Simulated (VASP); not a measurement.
# Ca (Pm-3m) in VASP: settings compared

The runs below take Ca through single point, with RPBE, LDA, PBEsol.

All numbers are computed with VASP 6.6.1; they aren't measurements. Logs are shortened: lines on timing, memory, paths and dates and some standing lists are left out, and cuts for length are marked.

### Step 1. The cell of the first run

The structure is cubic, space group Pm-3m (No. 221). The conventional cell has a = 3.489 Å, b = 3.489 Å, c = 3.489 Å, α = 90.00°, β = 90.00°, γ = 90.00°. Ca (site symmetry m-3m) has 6 Ca at 3.49 Å within 4.6 Å.

### Step 2. Single point, RPBE

INCAR

```
SYSTEM = Ca
PREC     = Accurate       ! precision mode
ENCUT    = 520            ! plane-wave cutoff, eV
EDIFF    = 1E-7           ! SCF threshold, eV
ISMEAR   = 0              ! smearing method
SIGMA    = 0.05           ! smearing width, eV
LREAL    = .FALSE.        ! projectors in reciprocal space
LASPH    = .TRUE.         ! aspherical terms in the spheres
NELM     = 60             ! most SCF steps
ALGO     = Normal         ! electronic algorithm
ISIF     = 2              ! what is computed and relaxed
LWAVE    = .FALSE.        ! write WAVECAR
LCHARG   = .FALSE.        ! write CHGCAR
GGA      = RP             ! functional
NBANDS   = 11             ! bands
```

KPOINTS

```
regular mesh
0
G
  8 8 8
  0 0 0
```

POSCAR

```
Ca
1.0
    3.4886563400      0.0000000000      0.0000000000
    0.0000000000      3.4886563400      0.0000000000
    0.0000000000      0.0000000000      3.4886563400
Ca
1
Direct
    0.0000000000      0.0000000000      0.0000000000
```

Potentials or basis: VASP PAW PBE potentials, release 64 (Ca_sv).

Launch:

```sh
> cat potpaw_PBE.64/Ca_sv/POTCAR > POTCAR
> mpirun -np 1 vasp_std > vasp.out
```

OUTCAR:

```text
SYSTEM = Ca
   PREC = Accurate
   ENCUT = 520
   EDIFF = 1E-7
   ISMEAR = 0
   LREAL = .FALSE.
   LASPH = .TRUE.
   NELM = 60
   ISIF = 2
   GGA = RP

 ion  position               nearest neighbor table
   1  0.000  0.000  0.000-

  LATTYP: Found a simple cubic cell.
 ALAT       =     3.4886563400

  Lattice vectors:

 A1 = (   3.4886563400,   0.0000000000,   0.0000000000)
 A2 = (   0.0000000000,   3.4886563400,   0.0000000000)
 A3 = (   0.0000000000,   0.0000000000,   3.4886563400)

Analysis of symmetry for initial positions (statically):
=====================================================================
 Subroutine PRICEL returns:
 Original cell was already a primitive cell.

 Routine SETGRP: Setting up the symmetry group for a
 simple cubic supercell.

 Subroutine GETGRP returns: Found 48 space group operations
 (whereof 48 operations were pure point group operations)
 out of a pool of 48 trial point group operations.

The static configuration has the point symmetry O_h .

Analysis of symmetry for dynamics (positions and initial velocities):
=====================================================================
 Subroutine PRICEL returns:
 Original cell was already a primitive cell.

 Routine SETGRP: Setting up the symmetry group for a
 simple cubic supercell.

 Subroutine GETGRP returns: Found 48 space group operations
 (whereof 48 operations were pure point group operations)
 out of a pool of 48 trial point group operations.

The dynamic configuration has the point symmetry O_h .

 Subroutine INISYM returns: Found 48 space group operations
 (whereof 48 operations are pure point group operations),
 and found     1 'primitive' translations

----------------------------------------------------------------------------------------

                                     Primitive cell

  volume of cell :      42.4595

  direct lattice vectors                    reciprocal lattice vectors
     3.488656340  0.000000000  0.000000000     0.286643310  0.000000000  0.000000000
     0.000000000  3.488656340  0.000000000     0.000000000  0.286643310  0.000000000
     0.000000000  0.000000000  3.488656340     0.000000000  0.000000000  0.286643310

  length of vectors
     3.488656340  3.488656340  3.488656340     0.286643310  0.286643310  0.286643310

  position of ions in fractional coordinates (direct lattice)
     0.000000000  0.000000000  0.000000000

  ion indices of the primitive-cell ions
   primitive index   ion index
                 1           1

----------------------------------------------------------------------------------------

 KPOINTS: regular mesh

Automatic generation of k-mesh.
 Grid dimensions read from file:
 generate k-points for:    8    8    8

 Generating k-lattice:

  Cartesian coordinates                     Fractional coordinates (reciprocal lattice)
     0.035830414  0.000000000  0.000000000     0.125000000  0.000000000  0.000000000
     0.000000000  0.035830414  0.000000000     0.000000000  0.125000000  0.000000000
     0.000000000  0.000000000  0.035830414     0.000000000  0.000000000  0.125000000

  Length of vectors
     0.035830414  0.035830414  0.035830414

  Shift w.r.t. Gamma in fractional coordinates (k-lattice)
     0.000000000  0.000000000  0.000000000

 Subroutine IBZKPT returns following result:
 ===========================================

 Found     35 irreducible k-points:

 Following reciprocal coordinates:
            Coordinates               Weight
  0.000000  0.000000  0.000000      1.000000
  0.125000  0.000000  0.000000      6.000000
  0.250000  0.000000  0.000000      6.000000
  0.375000  0.000000  0.000000      6.000000
  0.500000  0.000000  0.000000      3.000000
  0.125000  0.125000  0.000000     12.000000
[... 16 lines left out ...]
  0.375000  0.375000  0.125000     24.000000
  0.500000  0.375000  0.125000     24.000000
 [... further k-points ...]
   k-points           NKPTS =     35   k-points in BZ     NKDIM =     35   number of bands    NBANDS=     11
   number of dos      NEDOS =    301   number of ions     NIONS =      1
   total plane-waves  NPLWV =  21952
   dimension x,y,z NGX =    28 NGY =   28 NGZ =   28
   dimension x,y,z NGXF=    56 NGYF=   56 NGZF=   56
   ions per type =               1
   NGX,Y,Z   is equivalent  to a cutoff of  13.34, 13.34, 13.34 a.u.
   NGXF,Y,Z  is equivalent  to a cutoff of  26.69, 26.69, 26.69 a.u.
 SYSTEM =  Ca
   PREC   = accura    normal or accurate (medium, high low for compatibility)
   ISTART =      0    job   : 0-new  1-cont  2-samecut
   ICHARG =      2    charge: 1-file 2-atom 10-const
   ISPIN  =      1    spin polarized calculation?
   LNONCOLLINEAR =      F non collinear calculations
   LSORBIT =      F    spin-orbit coupling
   LASPH  =      T    aspherical Exc in radial PAW
   ENCUT  =  520.0 eV  38.22 Ry    6.18 a.u.   6.49  6.49  6.49*2*pi/ulx,y,z
   NELM   =     60;   NELMIN=  2; NELMDL= -5     # of ELM steps
   EDIFF  = 0.1E-06   stopping-criterion for ELM
   LREAL  =      F    real-space projection
   EDIFFG = 0.1E-05   stopping-criterion for IOM
   NSW    =      0    number of steps for IOM
   IBRION =     -1    ionic relax: 0-MD 1-quasi-New 2-CG
   NFREE  =      0    steps in history (QN), initial steepest desc. (CG)
   ISIF   =      2    stress and relaxation
   ISYM   =      2    0-nonsym 1-usesym 2-fastsym
   POTIM  = 0.5000    time-step for ionic-motion
   TEBEG  =    0.0;   TEEND  =   0.0 temperature during run
   PSTRESS=    0.0 pullay stress
   NELECT =      10.0000    total number of electrons
   NUPDOWN=      -1.0000    fix difference up-down
   EMIN   =  10.00;   EMAX   =-10.00  energy-range for DOS
   EFERMI =   0.00;   METHOD = LEGACY
   ISMEAR =     0;   SIGMA  =   0.05  broadening in eV -4-tet -1-fermi 0-gaus
   EFERMI_NEDOS =   21; number of points for ismear=-14 and -15
   IALGO  =     38    algorithm
   IMIX   =      4    mixing-type and parameters
     AMIX     =   0.40;   BMIX     =  1.00
     AMIX_MAG =   1.60;   BMIX_MAG =  1.00
  volume/ion in A,a.u.               =      42.46       286.53
  Fermi-wavevector in a.u.,A,eV,Ry     =   1.010997  1.910508 13.906725  1.022115
  Thomas-Fermi vector in A             =   2.144020
   LORBIT       =      0    0 simple, 1 ext, 2 COOP (PROOUT), +10 PAW based schemes
   GGA     = RP    functional components
   LHFCALC =     F    Hartree Fock is set to
   AEXX    =    0.0000 exact exchange contribution
   IVDW    =     0    specifies the selected vdW correction
   LEPSILON=     F    determine dielectric tensor
   LRPA    =     F    only Hartree local field effects (RPA)
 non-spin polarized calculation
 Gauss-broadening in eV      SIGMA  =   0.05
  energy-cutoff  :      520.00
  volume of cell :       42.46
 maximum number of plane-waves:      1189
 NGX is ok and might be reduce to    28
   NGX = 13   NGY = 13   NGZ = 13

 number of electron      10.0000000 magnetization

 number of electron       9.9999999 magnetization

 Free energy of the ion-electron system (eV)
  ---------------------------------------------------
  ext. energy  EPLUGINS =         0.00000000
  ---------------------------------------------------
  free energy    TOTEN  =        -1.33919549 eV

  energy without entropy =       -1.33664458  energy(sigma->0) =       -1.33792004

 E-fermi :   1.9522     XC(G=0):  -7.5708

 val. band max:        1.7822095924   @ k =   0.5000   0.2500   0.2500
 cond. band min:       1.9618524258   @ k =   0.5000   0.3750   0.2500
 fundamental gap:      0.1796428335
 Fermi energy:         1.9521798675

 k-point     1 :       0.0000    0.0000    0.0000
  band No.  band energies     occupation
      1     -40.3651      2.00000
      2     -21.1924      2.00000
      3     -21.1924      2.00000
      4     -21.1924      2.00000
      5      -1.8992      2.00000
      6       2.8342      0.00000
      7       2.8342      0.00000
      8       6.1161      0.00000
      9       6.1161      0.00000
     10       6.1161      0.00000
     11      10.6833      0.00000

 k-point     2 :       0.1250    0.0000    0.0000
  band No.  band energies     occupation
      1     -40.3623      2.00000
      2     -21.2250      2.00000
      3     -21.1896      2.00000
      4     -21.1896      2.00000
      5      -1.6770      2.00000
      6       2.8942      0.00000
      7       2.9022      0.00000
      8       5.8799      0.00000
      9       5.8799      0.00000
     10       6.1323      0.00000
     11       9.4448      0.00000

 k-point     3 :       0.2500    0.0000    0.0000
  band No.  band energies     occupation
      1     -40.3555      2.00000
      2     -21.3030      2.00000
      3     -21.1829      2.00000
      4     -21.1829      2.00000
      5      -1.0423      2.00000
      6       2.8662      0.00000
      7       3.0756      0.00000
      8       5.4080      0.00000
      9       5.4080      0.00000
     10       6.1716      0.00000
     11       7.9425      0.00000

 k-point     4 :       0.3750    0.0000    0.0000
  band No.  band energies     occupation
      1     -40.3487      2.00000
      2     -21.3798      2.00000
      3     -21.1762      2.00000
      4     -21.1762      2.00000
      5      -0.0856      2.00000
      6       2.2836      0.00000
      7       3.2646      0.00000
      8       5.0215      0.00000
      9       5.0215      0.00000
     10       6.2116      0.00000
     11       7.3312      0.00000
[... 239 lines left out ...]
 k-point    22 :       0.5000    0.2500    0.1250
  band No.  band energies     occupation
      1     -40.3338      2.00000
      2     -21.3931      2.00000
      3     -21.2760      2.00000
      4     -21.1950      2.00000
      5       1.5905      2.00000
      6       1.9656      0.70351
      7       3.9169      0.00000
      8       4.1081      0.00000
      9       5.4136      0.00000
     10       5.4612      0.00000
     11       7.2878      0.00000

 k-point    23 :       0.3750    0.3750    0.1250
  band No.  band energies     occupation
      1     -40.3299      2.00000
      2     -21.3544      2.00000
      3     -21.3516      2.00000
      4     -21.1911      2.00000
      5       1.3569      2.00000
      6       2.8378      0.00000
      7       3.8008      0.00000
      8       4.2644      0.00000
      9       5.3021      0.00000
     10       5.3401      0.00000
     11       7.5894      0.00000

 k-point    24 :       0.5000    0.3750    0.1250
  band No.  band energies     occupation
      1     -40.3272      2.00000
      2     -21.3832      2.00000
      3     -21.3491      2.00000
      4     -21.1883      2.00000
      5       1.6625      2.00000
      6       2.7763      0.00000
      7       3.9106      0.00000
      8       4.0810      0.00000
      9       5.3686      0.00000
     10       5.6675      0.00000
     11       7.1219      0.00000

 [... further k-points ...]
[... 5 lines left out ...]
  --------------------------------------------------------------------------------------
  -------------------------------------------------------------------------------------
  Total        0.2991339      0.2991339      0.2991339     -0.0000000     -0.0000000      0.0000000
  in kB       11.2875992     11.2875992     11.2875992     -0.0000000     -0.0000000      0.0000000
  external PRESSURE =      11.2875992 kB  Pullay stress =       0.0000000 kB

 VOLUME and BASIS-vectors are now :
 -----------------------------------------------------------------------------
  energy-cutoff  :      520.00
  volume of cell :       42.46
      direct lattice vectors                 reciprocal lattice vectors
     3.488656340  0.000000000  0.000000000     0.286643310  0.000000000  0.000000000
     0.000000000  3.488656340  0.000000000     0.000000000  0.286643310  0.000000000
     0.000000000  0.000000000  3.488656340     0.000000000  0.000000000  0.286643310

 POSITION                                       TOTAL-FORCE (eV/Angst)
 -----------------------------------------------------------------------------------
      0.00000      0.00000      0.00000         0.000000      0.000000      0.000000
 -----------------------------------------------------------------------------------
    total drift:                               -0.000000      0.000000     -0.000000

  FREE ENERGIE OF THE ION-ELECTRON SYSTEM (eV)
  ---------------------------------------------------
  free  energy   TOTEN  =        -1.3391954929 eV

  energy  without entropy=       -1.3366445846  energy(sigma->0) =       -1.33792004
```

Run time: 12 s. Hardware: 1 thread of AMD EPYC 7R13 (Zen 3), shared host; peak memory 0.13 GiB.

What came out:

* Free energy: -1.3392 eV
* Pressure: 1.1 GPa
* Band gap on the k mesh: zero (band 5 reaches 2.65 eV, above the bottom of band 6 at 1.43 eV)

Caveat: the PAW data sets were made with another functional, which shifts forces and pressure a little.

### Step 3. Single point, LDA

INCAR

```
SYSTEM = Ca
PREC = Accurate
ENCUT = 520
EDIFF = 1E-6
ISMEAR = 0
SIGMA = 0.05
LREAL = .FALSE.
LASPH = .TRUE.
NELM = 100
ALGO = Fast
ISIF = 2
LWAVE = .FALSE.
LCHARG = .FALSE.
GGA = CA
NBANDS = 11
```

KPOINTS is that of step 2.

POSCAR is that of step 2.

Potentials or basis: VASP PAW LDA potentials, release 64 (Ca_sv).

Launch:

```sh
> cat potpaw_LDA.64/Ca_sv/POTCAR > POTCAR
> mpirun -np 1 vasp_std > vasp.out
```

Run time: 13 s. Hardware: 1 thread of AMD EPYC 7R13 (Zen 3), shared host; peak memory 0.11 GiB.

Results (log left out):

```
Free energy            : -1.8142 eV
Pressure               : -0.9 GPa
Band gap on the k mesh : zero (band 5 reaches 2.27 eV, above the bottom of band 6 at 1.24 eV)
```

Levels at points of the mesh, in eV from the Fermi level:
```
           k point  band 1  band 2  band 3  band 4  band 5  band 6  band 7  band 8  band 9  band 10
(0.00, 0.00, 0.00)  -41.64  -22.81  -22.81  -22.81   -3.79    0.78    0.78    4.11    4.11     4.11
(0.50, 0.00, 0.00)  -41.62  -23.04  -22.79  -22.79   -1.17   -0.34    1.27    2.87    2.87     4.23
(0.50, 0.50, 0.00)  -41.60  -23.01  -23.01  -22.77   -0.33    0.87    2.50    2.50    3.16     3.16
(0.50, 0.50, 0.50)  -41.58  -22.99  -22.99  -22.99    0.70    0.70    0.70    4.89    4.89     5.59
```

### Step 4. Single point, PBEsol

INCAR

```
PREC = Accurate
ENCUT = 520
EDIFF = 1E-6
ISMEAR = -1
SIGMA = 0.05
LREAL = False
LASPH = True
NELM = 80
ALGO = Normal
ISIF = 2
LWAVE = False
LCHARG = False
GGA = PS
NBANDS = 11
```

KPOINTS

```
regular mesh
0
Gamma
  7 7 7
```

POSCAR is that of step 3.

Potentials or basis: VASP PAW PBE potentials, release 64 (Ca_sv).

Launch:

```sh
> cat potpaw_PBE.64/Ca_sv/POTCAR > POTCAR
> mpirun -np 1 vasp_std > vasp.out
```

It took 8 s on 1 thread of Intel Xeon Platinum 8259CL at 2.50GHz (Skylake/Cascade Lake), shared host; peak memory 0.15 GiB.

It converged, with:

- Free energy: -1.7324 eV
- Pressure: -0.2 GPa
- Band gap on the k mesh: zero (band 5 reaches 2.26 eV, above the bottom of band 6 at 1.68 eV)

Levels at points of the mesh, in eV from the Fermi level:
```csv
k point,band 1,band 2,band 3,band 4,band 5,band 6,band 7,band 8,band 9,band 10
"(0.00, 0.00, 0.00)",-42.05,-23.01,-23.01,-23.01,-3.93,0.76,0.76,4.10,4.10,4.10
```

Caveat: the PAW data sets were made with another functional, which shifts forces and pressure a little.

[end of part 1 of 2]
